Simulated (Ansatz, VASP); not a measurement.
## NaH: VASP beside Ansatz

The input INCAR:

```
  PREC = Accurate
  ENCUT = 520
  EDIFF = 1E-8
  ISMEAR = -1
  SIGMA = 0.03
  LREAL = False
  LASPH = True
  NELM = 100
  ALGO = Normal
  ISIF = 2
  LWAVE = False
  LCHARG = False
  GGA = PE
  LEFG = True
  NBANDS = 11
```

KPOINTS

```
regular mesh
0
Gamma
  9 9 9
```

The input POSCAR:

```
NaH
1.0
    0.0000000000      2.4070229846      2.4070229846
    2.4070229846      0.0000000000      2.4070229846
    2.4070229846      2.4070229846      0.0000000000
Na H
1 1
Direct
    0.0000000000      0.0000000000      0.0000000000
    0.5000000000      0.5000000000      0.5000000000
```

Input for Ansatz:

```yaml
crystal:
  lattice:
    - [0.0, 2.4070229846, 2.4070229846]
    - [2.4070229846, 0.0, 2.4070229846]
    - [2.4070229846, 2.4070229846, 0.0]
  atoms:
    - { symbol: Na, position: [0.0, 0.0, 0.0] }
    - { symbol: H, position: [0.5, 0.5, 0.5] }
kpoints:
  mp_grid: { grid: [9, 9, 9] }
scf:
  occupations: { method: fermi_dirac, width: 0.03 }
hamiltonian:
  xc: pbe
  pseudopotentials: { kind: paw }
output:
  forces: true
  stress: true
  eigenvalues: true
  efg: { contact_densities: true }
  write_density: true
  write_potential: true
  elf: true
  volumetric_format: npy
```

Change from the starting cell: volume scaled by 0.96, PAW files.

Alike in both runs: task electric field gradients; functional PBE; k mesh 9 × 9 × 9; occupations fermi-dirac, width 0.03 eV; no spin polarisation.

|  | VASP | Ansatz |
| --- | --- | --- |
| version | VASP 6.6.1 | Ansatz 0.2.0 |
| potentials or method | VASP PAW PBE potentials, release 64 (Na_pv, H) | PAW with Ansatz's default frozen-core files, scalar-relativistic |
| plane-wave cutoff (eV) | 520 | 420 |
| valence electrons in the cell | 8 | 10 |

|  | VASP | Ansatz | Ansatz less VASP |
| --- | --- | --- | --- |
| gap on the k mesh at the Fermi level (eV) | 4.09 | 4.09 | +0.001 |
| pressure (GPa) | 0.2 | 0.3 | +0.03 |

With one functional, cell and mesh, what is left measures potentials, basis and numerics. VASP's potentials hold 8 valence electrons a cell and Ansatz's 10, so a difference there can come from the potentials and not from the codes.
